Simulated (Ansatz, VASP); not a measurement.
CrCd7Te8: VASP beside Ansatz

The input INCAR:

```
ALGO = Normal
EDIFF = 1E-6
ENCUT = 520
GGA = PS
ISIF = 2
ISMEAR = 0
ISPIN = 2
LASPH = True
LCHARG = False
LDAU = True
LDAUJ = 0 0 0
LDAUL = 2 -1 -1
LDAUPRINT = 1
LDAUTYPE = 2
LDAUU = 3 0 0
LMAXMIX = 4
LORBIT = 11
LREAL = Auto
LWAVE = False
MAGMOM = 4 0 0 0 0 0 0 0 0 0 0 0 0 0 0 0
NBANDS = 90
NELM = 150
PREC = Accurate
SIGMA = 0.05
```

The input KPOINTS:

```
k-points
0
Gamma
  2 2 2
```

The input POSCAR:

```
CrCd7Te8
1.0
    0.0000000000      6.4800000000      6.4800000000
    6.4800000000      0.0000000000      6.4800000000
    6.4800000000      6.4800000000      0.0000000000
Cr Cd Te
1 7 8
Direct
    0.0000000000      0.0000000000      1.0000000000
    0.0016470154      0.0016470154      0.4983529846
    0.0016470154      0.4983529846      0.0016470154
    0.0016470154      0.4983529846      0.4983529846
    0.4983529846      0.0016470154      0.0016470154
    0.4983529846      0.0016470154      0.4983529846
    0.4983529846      0.4983529846      0.0016470154
    0.5000000000      0.5000000000      0.5000000000
    0.1222220879      0.1222220879      0.1222220879
    0.1222220879      0.1222220879      0.6333337362
    0.1222220879      0.6333337362      0.1222220879
    0.1247385481      0.6250871506      0.6250871506
    0.6333337362      0.1222220879      0.1222220879
    0.6250871506      0.1247385481      0.6250871506
    0.6250871506      0.6250871506      0.1247385481
    0.6250871506      0.6250871506      0.6250871506
```

Input for Ansatz:

```yaml
crystal:
  lattice:
    - [0.0, 6.48, 6.48]
    - [6.48, 0.0, 6.48]
    - [6.48, 6.48, 0.0]
  atoms:
    - { symbol: Cr, position: [0.0, 0.0, 1.0], spin: 4.0 }
    - { symbol: Cd, position: [0.0016470154, 0.0016470154, 0.4983529846] }
    - { symbol: Cd, position: [0.0016470154, 0.4983529846, 0.0016470154] }
    - { symbol: Cd, position: [0.0016470154, 0.4983529846, 0.4983529846] }
    - { symbol: Cd, position: [0.4983529846, 0.0016470154, 0.0016470154] }
    - { symbol: Cd, position: [0.4983529846, 0.0016470154, 0.4983529846] }
    - { symbol: Cd, position: [0.4983529846, 0.4983529846, 0.0016470154] }
    - { symbol: Cd, position: [0.5, 0.5, 0.5] }
    - { symbol: Te, position: [0.1222220879, 0.1222220879, 0.1222220879] }
    - { symbol: Te, position: [0.1222220879, 0.1222220879, 0.6333337362] }
    - { symbol: Te, position: [0.1222220879, 0.6333337362, 0.1222220879] }
    - { symbol: Te, position: [0.1247385481, 0.6250871506, 0.6250871506] }
    - { symbol: Te, position: [0.6333337362, 0.1222220879, 0.1222220879] }
    - { symbol: Te, position: [0.6250871506, 0.1247385481, 0.6250871506] }
    - { symbol: Te, position: [0.6250871506, 0.6250871506, 0.1247385481] }
    - { symbol: Te, position: [0.6250871506, 0.6250871506, 0.6250871506] }
basis:
  ecutwfc: 420
  ecutrho_ratio: 4
kpoints:
  mp_grid: { grid: [2, 2, 2] }
hamiltonian:
  xc: pbesol
  hubbard: { sites: [{ site: 0, l: d, u_eff: 3.0 }] }
scf:
  occupations: { method: gaussian, width: 0.05 }
  lower_state_search: "off"
  max_iter: 150
output:
  forces: true
  stress: true
  eigenvalues: true
  populations: true
  hubbard: { sites: [{ site: 0, l: d }] }
magnetization:
  spin_polarized: true
```

Alike in both runs: task single point; functional PBEsol; k mesh 2 × 2 × 2; occupations gaussian, width 0.05 eV; collinear spin; Hubbard terms Cr d U = 3.0 eV.

|  | VASP | Ansatz |
| --- | --- | --- |
| version | VASP 6.6.1 | Ansatz 0.2.0 |
| potentials or method | VASP PAW PBE potentials, release 64 (Cr_pv, Cd, Te), cutoff 520 eV | scalar-relativistic, plane waves, PAW |
| valence electrons in the cell | 144 | 282 |

```csv
,VASP,Ansatz,Ansatz less VASP
gap on the k mesh at the Fermi level (eV),none,none,-
pressure (GPa),-0.1,-0.2,-0.14
rms of the force components (eV/Å),0.017,0.006,-0.0110
net moment per atom (μB),0.25,0.25,0.000
size of the moment on the site where the two differ most (μB),3.95,3.91,-0.043
```

VASP's potentials were made for PBE, not for PBEsol. Site moments also hang on the region over which each program counts them. The programs project onto different local orbitals, so the same U acts differently, and such runs can settle in different states. Atom by atom the forces differ by 0.019 eV/Å (rms over components). A gap of «none» marks a metal or a gap that the smearing closes. VASP's potentials hold 144 valence electrons a cell and Ansatz's 282, so a difference there can come from the potentials and not from the codes. Ansatz's warnings: filled band counts differ across k points.

The k mesh is coarse, so the values compare programs but aren't converged. Neither program's run includes spin-orbit coupling.
